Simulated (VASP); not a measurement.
# TiC (Fm-3m) in VASP: notebook, part 2 of 2

VASP 6.6.1. Earlier steps stand in the parts before.

## (3) Single point, LDA

This run uses another cell than the first one, of 10.77 Å³/atom, 1.019 times its volume.

INCAR reads:

```
SYSTEM = TiC
PREC = Accurate
ENCUT = 520
EDIFF = 1E-7
ISMEAR = -1
SIGMA = 0.05
LREAL = .FALSE.
LASPH = .TRUE.
NELM = 80
ALGO = Normal
ISIF = 2
LWAVE = .FALSE.
LCHARG = .TRUE.
GGA = CA
LELF = .TRUE.
LVHAR = .TRUE.
NBANDS = 15
```

KPOINTS reads:

```
regular mesh
0
G
  11 11 11
  0 0 0
```

POSCAR reads:

```
TiC
1.0
    3.1228588960      0.0000000000      0.0000000000
    1.5614294480      2.7044751364      0.0000000000
    1.5614294480      0.9014917122      2.5498036113
Ti C
1 1
Direct
    0.0000000000      0.0000000000      0.0000000000
    0.5000000000      0.5000000000      0.5000000000
```

Potentials or basis: VASP PAW LDA potentials, release 64 (Ti_sv, C).

Launch:

```sh
$ cat potpaw_LDA.64/Ti_sv/POTCAR potpaw_LDA.64/C/POTCAR > POTCAR
$ mpirun -np 1 vasp_std > vasp.out
```

OUTCAR:

```text
SYSTEM = TiC
   PREC = Accurate
   ENCUT = 520
   EDIFF = 1E-7
   ISMEAR = -1
   LREAL = .FALSE.
   LASPH = .TRUE.
   NELM = 80
   ISIF = 2
   GGA = CA

 ion  position               nearest neighbor table
   1  0.000  0.000  0.000-   2 2.21   2 2.21   2 2.21   2 2.21   2 2.21   2 2.21
   2  0.500  0.500  0.500-   1 2.21   1 2.21   1 2.21   1 2.21   1 2.21   1 2.21

  LATTYP: Found a face centered cubic cell.
 ALAT       =     4.4163894041

  Lattice vectors:

 A1 = (   3.1228588960,   0.0000000000,   0.0000000000)
 A2 = (   1.5614294480,   2.7044751364,   0.0000000000)
 A3 = (   1.5614294480,   0.9014917122,   2.5498036113)

Analysis of symmetry for initial positions (statically):
=====================================================================
 Subroutine PRICEL returns:
 Original cell was already a primitive cell.

 Routine SETGRP: Setting up the symmetry group for a
 face centered cubic supercell.

 Subroutine GETGRP returns: Found 48 space group operations
[... 9 lines left out ...]

 Routine SETGRP: Setting up the symmetry group for a
 face centered cubic supercell.

 Subroutine GETGRP returns: Found 48 space group operations
[... 11 lines left out ...]
                                     Primitive cell

  volume of cell :      21.5349

  direct lattice vectors                    reciprocal lattice vectors
     3.122858896  0.000000000  0.000000000     0.320219399 -0.184878756 -0.130729022
     1.561429448  2.704475136  0.000000000     0.000000000  0.369757513 -0.130729022
     1.561429448  0.901491712  2.549803611     0.000000000  0.000000000  0.392187067

  length of vectors
     3.122858896  3.122858896  3.122858896     0.392187067  0.392187067  0.392187067

  position of ions in fractional coordinates (direct lattice)
[... 8 lines left out ...]
----------------------------------------------------------------------------------------

 KPOINTS: regular mesh

Automatic generation of k-mesh.
 Grid dimensions read from file:
 generate k-points for:   11   11   11

 Generating k-lattice:

  Cartesian coordinates                     Fractional coordinates (reciprocal lattice)
     0.029110854 -0.016807160 -0.011884457     0.090909091 -0.000000000 -0.000000000
     0.000000000  0.033614319 -0.011884457     0.000000000  0.090909091  0.000000000
     0.000000000  0.000000000  0.035653370     0.000000000  0.000000000  0.090909091

  Length of vectors
     0.035653370  0.035653370  0.035653370

  Shift w.r.t. Gamma in fractional coordinates (k-lattice)
     0.000000000  0.000000000  0.000000000

 Subroutine IBZKPT returns following result:
 ===========================================

 Found     56 irreducible k-points:

 Following reciprocal coordinates:
            Coordinates               Weight
  0.000000  0.000000  0.000000      1.000000
  0.090909 -0.000000 -0.000000      8.000000
  0.181818  0.000000  0.000000      8.000000
  0.272727  0.000000  0.000000      8.000000
  0.363636  0.000000  0.000000      8.000000
  0.454545  0.000000  0.000000      8.000000
[... 16 lines left out ...]
 -0.272727  0.181818 -0.000000     24.000000
 -0.181818  0.181818 -0.000000     12.000000
 [... further k-points ...]
   k-points           NKPTS =     56   k-points in BZ     NKDIM =     56   number of bands    NBANDS=     15
   number of dos      NEDOS =    301   number of ions     NIONS =      2
   total plane-waves  NPLWV =  13824
   dimension x,y,z NGX =    24 NGY =   24 NGZ =   24
   dimension x,y,z NGXF=    48 NGYF=   48 NGZF=   48
   ions per type =               1   1
   NGX,Y,Z   is equivalent  to a cutoff of  12.78, 12.78, 12.78 a.u.
   NGXF,Y,Z  is equivalent  to a cutoff of  25.55, 25.55, 25.55 a.u.
 SYSTEM =  TiC
   PREC   = accura    normal or accurate (medium, high low for compatibility)
   ISTART =      0    job   : 0-new  1-cont  2-samecut
   ICHARG =      2    charge: 1-file 2-atom 10-const
   ISPIN  =      1    spin polarized calculation?
   LNONCOLLINEAR =      F non collinear calculations
   LSORBIT =      F    spin-orbit coupling
   LASPH  =      T    aspherical Exc in radial PAW
   ENCUT  =  520.0 eV  38.22 Ry    6.18 a.u.   5.81  5.81  5.81*2*pi/ulx,y,z
   NELM   =     80;   NELMIN=  2; NELMDL= -5     # of ELM steps
   EDIFF  = 0.1E-06   stopping-criterion for ELM
   LREAL  =      F    real-space projection
   EDIFFG = 0.1E-05   stopping-criterion for IOM
   NSW    =      0    number of steps for IOM
   IBRION =     -1    ionic relax: 0-MD 1-quasi-New 2-CG
   NFREE  =      0    steps in history (QN), initial steepest desc. (CG)
   ISIF   =      2    stress and relaxation
   ISYM   =      2    0-nonsym 1-usesym 2-fastsym
   POTIM  = 0.5000    time-step for ionic-motion
   TEBEG  =    0.0;   TEEND  =   0.0 temperature during run
   PSTRESS=    0.0 pullay stress
   NELECT =      16.0000    total number of electrons
   NUPDOWN=      -1.0000    fix difference up-down
   EMIN   =  10.00;   EMAX   =-10.00  energy-range for DOS
   EFERMI =   0.00;   METHOD = LEGACY
   ISMEAR =    -1;   SIGMA  =   0.05  broadening in eV -4-tet -1-fermi 0-gaus
   EFERMI_NEDOS =   21; number of points for ismear=-14 and -15
   IALGO  =     38    algorithm
   IMIX   =      4    mixing-type and parameters
     AMIX     =   0.40;   BMIX     =  1.00
     AMIX_MAG =   1.60;   BMIX_MAG =  1.00
  volume/ion in A,a.u.               =      10.77        72.66
  Fermi-wavevector in a.u.,A,eV,Ry     =   1.482748  2.801988 29.912991  2.198543
  Thomas-Fermi vector in A             =   2.596496
   LORBIT       =      0    0 simple, 1 ext, 2 COOP (PROOUT), +10 PAW based schemes
   GGA     = CA    functional components
   LHFCALC =     F    Hartree Fock is set to
   AEXX    =    0.0000 exact exchange contribution
   IVDW    =     0    specifies the selected vdW correction
   LEPSILON=     F    determine dielectric tensor
   LRPA    =     F    only Hartree local field effects (RPA)
 non-spin polarized calculation
  energy-cutoff  :      520.00
  volume of cell :       21.53
 maximum number of plane-waves:       595
   NGX = 11   NGY = 11   NGZ = 11

 number of electron      15.9999998 magnetization

 Free energy of the ion-electron system (eV)
  ---------------------------------------------------
  ext. energy  EPLUGINS =         0.00000000
  ---------------------------------------------------
  free energy    TOTEN  =       -20.36709606 eV

  energy without entropy =      -20.36459559  energy(sigma->0) =      -20.36584582

 E-fermi :   8.5954     XC(G=0): -12.6800

 val. band max:        8.4706666564   @ k =   0.4545   0.4545  -0.0000
 cond. band min:       8.6852102240   @ k =   0.3636   0.2727  -0.0000
 fundamental gap:      0.2145435676
 Fermi energy:         8.5953832788

 k-point     1 :       0.0000    0.0000    0.0000
  band No.  band energies     occupation
      1     -47.4880      2.00000
      2     -23.9226      2.00000
      3     -23.9226      2.00000
      4     -23.9226      2.00000
      5      -3.3862      2.00000
      6       9.1594      0.00003
      7       9.1594      0.00003
      8       9.1594      0.00003
      9      10.1430      0.00000
     10      10.1430      0.00000
     11      10.1712      0.00000
     12      10.1712      0.00000
     13      10.1712      0.00000
     14      18.3145      0.00000
     15      22.3738      0.00000

 k-point     2 :       0.0909   -0.0000   -0.0000
  band No.  band energies     occupation
      1     -47.4833      2.00000
      2     -23.9565      2.00000
      3     -23.9259      2.00000
      4     -23.9259      2.00000
      5      -3.2118      2.00000
      6       8.4221      1.93938
      7       8.6973      0.23036
      8       8.6973      0.23036
      9       9.4770      0.00000
     10       9.4770      0.00000
     11      10.5005      0.00000
     12      11.5472      0.00000
     13      11.5472      0.00000
     14      18.6312      0.00000
     15      22.3786      0.00000
[... 365 lines left out ...]
      3     -24.0453      2.00000
      4     -23.9555      2.00000
      5      -1.0602      2.00000
      6       4.5408      2.00000
      7       6.1837      2.00000
      8       6.2002      2.00000
      9      10.3744      0.00000
     10      11.2577      0.00000
     11      12.0260      0.00000
     12      13.3037      0.00000
     13      15.9511      0.00000
     14      19.1532      0.00000
     15      21.6588      0.00000

 k-point    24 :      -0.1818    0.1818   -0.0000
  band No.  band energies     occupation
      1     -47.4485      2.00000
      2     -24.1490      2.00000
      3     -24.0126      2.00000
      4     -23.9401      2.00000
      5      -1.7653      2.00000
      6       5.4745      2.00000
      7       6.5310      2.00000
      8       6.7211      2.00000
      9       9.9455      0.00000
     10      10.9747      0.00000
     11      11.8829      0.00000
     12      12.5814      0.00000
     13      15.3433      0.00000
     14      19.7265      0.00000
     15      21.5900      0.00000

 [... further k-points ...]
[... 5 lines left out ...]
  --------------------------------------------------------------------------------------
  -------------------------------------------------------------------------------------
  Total       -3.1981364     -3.1981364     -3.1981364     -0.0000000     -0.0000000      0.0000000
  in kB     -237.9389180   -237.9389180   -237.9389180     -0.0000000     -0.0000000      0.0000000
  external PRESSURE =    -237.9389180 kB  Pullay stress =       0.0000000 kB

 VOLUME and BASIS-vectors are now :
 -----------------------------------------------------------------------------
  energy-cutoff  :      520.00
  volume of cell :       21.53
      direct lattice vectors                 reciprocal lattice vectors
     3.122858896  0.000000000  0.000000000     0.320219399 -0.184878756 -0.130729022
     1.561429448  2.704475136  0.000000000     0.000000000  0.369757513 -0.130729022
     1.561429448  0.901491712  2.549803611     0.000000000  0.000000000  0.392187067

 POSITION                                       TOTAL-FORCE (eV/Angst)
 -----------------------------------------------------------------------------------
      0.00000      0.00000      0.00000        -0.000000     -0.000000      0.000000
      3.12286      1.80298      1.27490         0.000000      0.000000      0.000000
 -----------------------------------------------------------------------------------
    total drift:                               -0.000000      0.000000      0.000000

  FREE ENERGIE OF THE ION-ELECTRON SYSTEM (eV)
  ---------------------------------------------------
  free  energy   TOTEN  =       -20.3670960611 eV

  energy  without entropy=      -20.3645955888  energy(sigma->0) =      -20.36584582
```

Wall time 30 s (1 thread of Intel Xeon Platinum 8375C at 2.90GHz (Ice Lake), shared host); peak memory 0.14 GiB.

What came out:

- Free energy: -20.3671 eV
- Pressure: -23.8 GPa
- Band gap on the k mesh: zero (band 8 reaches 9.16 eV, above the bottom of band 9 at 8.15 eV)
